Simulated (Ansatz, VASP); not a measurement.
**Two plane-wave programs on Re**

```
Re
1.0
     2.76639    0.00000    0.00000
    -1.38319    2.39576    0.00000
     0.00000    0.00000    8.93885
Re
4
Direct
  0.67781 0.34543 0.74777
  0.98591 0.98710 0.49875
  0.33384 0.64301 0.24877
  0.01188 0.01044 0.99654
```

Change from the starting cell: atoms moved at random, drawn with an rms of 0.05 Å.

Alike in both runs: task single point; functional PBEsol; k mesh 11 × 11 × 3; occupations fermi-dirac, width 0.05 eV; no spin polarisation.

|  | VASP | Ansatz |
| --- | --- | --- |
| version | VASP 6.6.1 | Ansatz 0.2.0 |
| potentials or method | VASP PAW PBE potentials, release 64 (Re) | Ansatz PAW |
| plane-wave cutoff (eV) | 520 | 420 |
| valence electrons in the cell | 28 | 60 |

```tsv
	VASP	Ansatz	Ansatz less VASP
gap on the k mesh at the Fermi level (eV)	none	none	-
pressure (GPa)	-6.7	-6.6	+0.12
traceless stress, the component that is largest in VASP (GPa)	-0.79	-0.82	-0.038
rms of the force components (eV/Å)	0.155	0.156	+0.0013
```

VASP's potentials were made for PBE, not for PBEsol. Atom by atom the forces differ by 0.002 eV/Å (rms over components). A gap of «none» marks a metal or a gap that the smearing closes. VASP's potentials hold 28 valence electrons a cell and Ansatz's 60, so a difference there can come from the potentials and not from the codes.

Neither program's run includes spin-orbit coupling.
